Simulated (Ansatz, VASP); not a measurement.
**Two plane-wave programs on BAs**

Contents of INCAR:

```
SYSTEM = BAs
ALGO = Normal
EDIFF = 1E-6
ENCUT = 500
GGA = PE
GGA_COMPAT = .FALSE.
ISIF = 2
ISMEAR = 0
LASPH = .TRUE.
LCHARG = .TRUE.
LELF = .TRUE.
LREAL = .FALSE.
LVHAR = .TRUE.
LWAVE = .FALSE.
NBANDS = 11
NELM = 120
PREC = Accurate
SIGMA = 0.02
```

File KPOINTS:

```
k-points
0
G
  10 10 10
  0 0 0
```

File POSCAR:

```
BAs
1.0
    0.0000000000      2.3850000000      2.3850000000
    2.3850000000      0.0000000000      2.3850000000
    2.3850000000      2.3850000000      0.0000000000
B As
1 1
Direct
    0.0000000000      0.0000000000      0.0000000000
    0.2500000000      0.2500000000      0.2500000000
```

Input for Ansatz:

```yaml
crystal:
  lattice:
    - [0.0, 2.385, 2.385]
    - [2.385, 0.0, 2.385]
    - [2.385, 2.385, 0.0]
  atoms:
    - { symbol: B, position: [0.0, 0.0, 0.0] }
    - { symbol: As, position: [0.25, 0.25, 0.25] }
basis:
  ecutwfc: 420
kpoints:
  mp_grid: { grid: [10, 10, 10] }
  band_path:
    path:
      - [[0.0, 0.0, 0.0], [-0.5, -0.5, 0.0], [-0.375, -0.375, 0.25]]
      - [[-0.375, 0.0, 0.375], [0.0, 0.0, 0.0], [0.0, 0.0, 0.5], [-0.5, -0.25, 0.25], [-0.5, -0.5, 0.0]]
    npoints: 10
hamiltonian:
  xc: pbe
  pseudopotentials: { kind: paw, azcp: { folder: soft_1 } }
scf:
  occupations: { method: gaussian, width: 0.02 }
  n_extra_bands: 7
output:
  forces: true
  stress: true
  eigenvalues: true
```

Alike in both runs: task single point; functional PBE; k mesh 10 × 10 × 10; occupations gaussian, width 0.02 eV; no spin polarisation.

|  | VASP | Ansatz |
| --- | --- | --- |
| version | VASP 6.6.1 | Ansatz 0.2.0 |
| potentials or method | VASP PAW PBE potentials, release 64 (B, As), cutoff 500 eV | scalar-relativistic, plane waves, PAW |
| valence electrons in the cell | 8 | 18 |

|  | VASP | Ansatz | Ansatz less VASP |
| --- | --- | --- | --- |
| gap on the k mesh at the Fermi level (eV) | 1.17 | 1.18 | +0.009 |
| least direct gap on the mesh (eV) | 3.28 | 3.29 | +0.003 |
| pressure (GPa) | 4.1 | 3.4 | -0.67 |

The functional is the same, so the differences come from potentials, cutoffs and numerics. VASP's potentials hold 8 valence electrons a cell and Ansatz's 18, so a difference there can come from the potentials and not from the codes.
